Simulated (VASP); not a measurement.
Input of a VASP 6.6.1 run:

File INCAR:

```
ALGO = Normal
EDIFF = 1E-6
ENCUT = 520
GGA = PE
ISIF = 2
ISMEAR = 0
LASPH = True
LCHARG = False
LREAL = False
LWAVE = False
NBANDS = 28
NELM = 80
PREC = Accurate
SIGMA = 0.05
```

KPOINTS

```
k-points
0
Gamma
  10 10 8
```

POSCAR

```
SnO
1.0
    3.9842158739      0.0000000000      0.0000000000
    0.0000000000      3.9842158739      0.0000000000
    0.0000000000      0.0000000000      4.9912677446
Sn O
2 2
Direct
    0.0000000000      0.5000000000      0.2287361932
    0.5000000000      0.0000000000      0.7712638068
    0.0000000000      0.0000000000      0.0000000000
    0.5000000000      0.5000000000      0.0000000000
```

Potentials or basis: VASP PAW PBE potentials, release 64 (Sn_d, O).

The run is started by

```sh
$ cat potpaw_PBE.64/Sn_d/POTCAR potpaw_PBE.64/O/POTCAR > POTCAR
$ mpirun -np 1 vasp_std > vasp.out
```

Q: Predict the band gap on the k mesh.

A: 0.76 eV, indirect (least direct gap 1.88 eV).

Q: Predict the pressure.

A: -3.6 GPa.

Q: Predict the largest force.

A: 0.274 eV/Å.

Forces in eV/Å, atoms in the order of the input:
```
Sn   0.000  0.000 -0.274
Sn   0.000  0.000  0.274
O    0.000  0.000  0.000
O    0.000  0.000  0.000
```

Caveat: the cell differs from its parent crystal (strain +0.030 along x and y, -0.015 along z); spin-orbit coupling is left out, which moves the levels of the heavy elements. A k mesh can miss the band edges.
